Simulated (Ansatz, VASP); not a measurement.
**Si in VASP and in Ansatz**

```
Si
1.0
     0.00000    2.70083    2.70083
     2.70083    0.00000    2.70083
     2.70083    2.70083    0.00000
Si
2
Direct
  0.50000 0.50000 0.50000
  0.75000 0.75000 0.75000
```

Alike in both runs: functional LDA; k mesh 10 × 10 × 10; occupations gaussian, width 0.02 eV; no spin polarisation.

Ansatz relaxed the structure, and its values are those at the end. VASP's run is a single point on that final structure, the one shown.

```csv
,VASP,Ansatz
version,VASP 6.6.1,Ansatz 0.2.0
potentials or method,"VASP PAW LDA potentials, release 64 (Si), cutoff 520 eV","scalar-relativistic, plane waves, PAW"
valence electrons in the cell,8,8
```

```tsv
	VASP	Ansatz	Ansatz less VASP
gap on the k mesh at the Fermi level (eV)	0.45	0.46	+0.003
least direct gap on the mesh (eV)	2.53	2.53	+0.002
pressure (GPa)	0.1	0.0	-0.06
```

Ansatz warns that its potentials were made for another functional, while VASP's fit it. LDA's correlation is that of Perdew and Zunger in VASP and of Perdew and Wang (1992) in Ansatz.
